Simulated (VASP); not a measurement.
A run of VASP 6.6.1 is set up as follows.

Contents of INCAR:

```
SYSTEM = InP2N3
ALGO = Normal
EDIFF = 1E-6
ENCUT = 520
GGA = PE
ISIF = 2
ISMEAR = 0
ISPIN = 2
LASPH = .True.
LCHARG = .False.
LORBIT = 11
LREAL = .False.
LWAVE = .False.
MAGMOM = 0 0 0 1 1 1
NBANDS = 32
NELM = 150
PREC = Accurate
SIGMA = 0.1
```

The input KPOINTS:

```
k-points
0
Gamma
  6 6 2
  0 0 0
```

POSCAR

```
InP2N3
1.0
    3.2210285200      0.0000000000      0.0000000000
    0.0000000000      3.2210285200      0.0000000000
    0.0000000000      0.0000000000     11.2441857600
In P N
1 2 3
Direct
    0.5000000000      0.5000000000      0.1515834800
    0.0000000000      0.0000000000      0.0241090300
    0.5000000000      0.5000000000      0.4912769800
    0.0000000000      0.0000000000      0.6514509300
    0.0000000000      0.0000000000      0.3293667700
    0.5000000000      0.5000000000      0.8522117700
```

Potentials or basis: VASP PAW PBE potentials, release 64 (In_d, P, N).

The run is started by

```bash
$ cat potpaw_PBE.64/In_d/POTCAR potpaw_PBE.64/P/POTCAR potpaw_PBE.64/N/POTCAR > POTCAR
$ mpirun -np 1 vasp_std > vasp.out
```

Task: Estimate the pressure.

Result: -7.6 GPa.

Task: Predict the largest force.

Result: 1.726 eV/Å.

Stress tensor (GPa, compression positive):
```
 -5.60   0.00   0.00
  0.00  -5.60   0.00
  0.00   0.00 -11.69
```

Caveat: the cell stands under tension; forces of over 1 eV/Å act on the atoms, so gaps and moduli don't describe the material at rest.
